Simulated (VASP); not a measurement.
SrTiO3:

```
CELL_PARAMETERS angstrom
3.91270 0.00000 0.00000
0.00000 3.91270 0.00000
0.00000 0.00000 3.91270
ATOMIC_POSITIONS crystal
Sr 0.00000 0.00000 0.00000
Ti 0.50000 0.50000 0.50000
O 0.50000 0.00000 0.50000
O 0.50000 0.50000 0.00000
O 0.00000 0.50000 0.50000
```

Base run:

```yaml
Program: VASP 6.6.1
Functional: LDA
Potentials_or_basis: VASP PAW LDA potentials, release 64 (Sr_sv, Ti_sv, O)
Cutoff: 600 eV
k_mesh: 4 × 4 × 4
Occupations: gaussian, width 0.1 eV
Spin: no spin polarisation
```

Its results: band gap on the k mesh 1.72 eV, indirect (least direct gap 2.08 eV); pressure -7.5 GPa.

Q: The run is repeated on the same cell with these changes: functional from LDA to revPBE; potentials or basis from VASP PAW LDA potentials, release 64 (Sr_sv, Ti_sv, O) to VASP PAW PBE potentials, release 64 (Sr_sv, Ti_sv, O). What comes out?

A: Band gap on the k mesh 1.86 eV, indirect (least direct gap 2.21 eV); pressure 7.0 GPa.

Caveats: the PAW data sets were made with another functional, which shifts forces and pressure a little (some runs).

A k mesh can miss the band edges.
